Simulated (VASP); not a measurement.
A run of VASP 6.6.1:

File INCAR:

```
PREC = Accurate
ENCUT = 600
EDIFF = 1E-6
ISMEAR = 0
SIGMA = 0.05
LREAL = False
LASPH = True
NELM = 100
ALGO = Normal
ISIF = 3
LWAVE = False
LCHARG = False
GGA = PE
IBRION = 2
NSW = 80
EDIFFG = -0.01
```

File KPOINTS:

```
Automatic mesh
0
Gamma
  8 8 8
```

POSCAR

```
B
1.0
    2.4540000000      1.4168175606      4.1885300000
   -2.4540000000      1.4168175606      4.1885300000
    0.0000000000     -2.8336351212      4.1885300000
B
12
Direct
    0.0104000000      0.6572900000      0.0104000000
    0.0104000000      0.0104000000      0.6572900000
    0.6572900000      0.0104000000      0.0104000000
    0.9896000000      0.3427100000      0.9896000000
    0.9896000000      0.9896000000      0.3427100000
    0.3427100000      0.9896000000      0.9896000000
    0.2206000000      0.6323000000      0.2206000000
    0.2206000000      0.2206000000      0.6323000000
    0.6323000000      0.2206000000      0.2206000000
    0.7794000000      0.3677000000      0.7794000000
    0.7794000000      0.7794000000      0.3677000000
    0.3677000000      0.7794000000      0.7794000000
```

Potentials or basis: VASP PAW PBE potentials, release 64 (B).

Command:

```console
$ cat potpaw_PBE.64/B/POTCAR > POTCAR
$ mpirun -np 1 vasp_std > vasp.out
```

Hardware: 1 thread of Intel(R) Xeon(R) Platinum 8488C (Sapphire Rapids), with other jobs on the host.

**Question.** Estimate the wall time of this run.

**Answer.** It took 6.6 min on 1 thread of Intel(R) Xeon(R) Platinum 8488C (Sapphire Rapids), on a shared host, peak memory 0.3 GiB. Counts: scf iterations 46, k points 65, ion steps 8.
